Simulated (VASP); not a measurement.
A run of VASP 6.6.1 is set up as follows.

The input POSCAR:

```
Ge
1.0
    1.3971490000     -2.6265211600      0.0000000000
    1.3971490000      2.6265211600      0.0000000000
    0.0000000000      0.0000000000      2.6982310000
Ge
1
Direct
    0.5000000000      0.5000000000      0.0000000000
```

Contents of INCAR.step1:

```
  PREC = Accurate
  ENCUT = 520
  ISMEAR = 0
  SIGMA = 0.15
  LREAL = False
  LASPH = True
  NELM = 60
  NBANDS = 13
  GGA = PE
  ALGO = Normal
  EDIFF = 1E-4
  LWAVE = True
  LCHARG = False
```

File INCAR.step2:

```
  PREC = Accurate
  ENCUT = 520
  EDIFF = 1E-6
  ISMEAR = 0
  SIGMA = 0.15
  LREAL = False
  LASPH = True
  NELM = 60
  ALGO = Normal
  ISIF = 2
  LWAVE = False
  LCHARG = False
  METAGGA = R2SCAN
  LMIXTAU = True
  NBANDS = 13
  ISTART = 1
```

KPOINTS

```
Automatic mesh
0
Gamma
  20 20 18
```

Potentials or basis: VASP PAW PBE potentials, release 64 (Ge_d).

The run is started by

```bash
$ cat potpaw_PBE.64/Ge_d/POTCAR > POTCAR
$ cp INCAR.step1 INCAR
$ mpirun -np 1 vasp_std > vasp.out
$ cp INCAR.step2 INCAR
$ mpirun -np 1 vasp_std > vasp.out
```

Problem. What does it give for the pressure?

Solution. -3.9 GPa.

Problem. Estimate the band gap on the k mesh.

Solution. Zero (bands 7 and 8 overlap by 10.03 eV).

Stress tensor (GPa, compression positive):
```
-3.16  0.00  0.00
 0.00 -4.70  0.00
 0.00  0.00 -3.73
```

Caveat: the cell differs from its parent crystal (strain +0.0100 x Voigt [0, 1, 0, 0, 0, 0]); the cell stands under tension; the PAW data sets were made with another functional, which shifts forces and pressure a little.
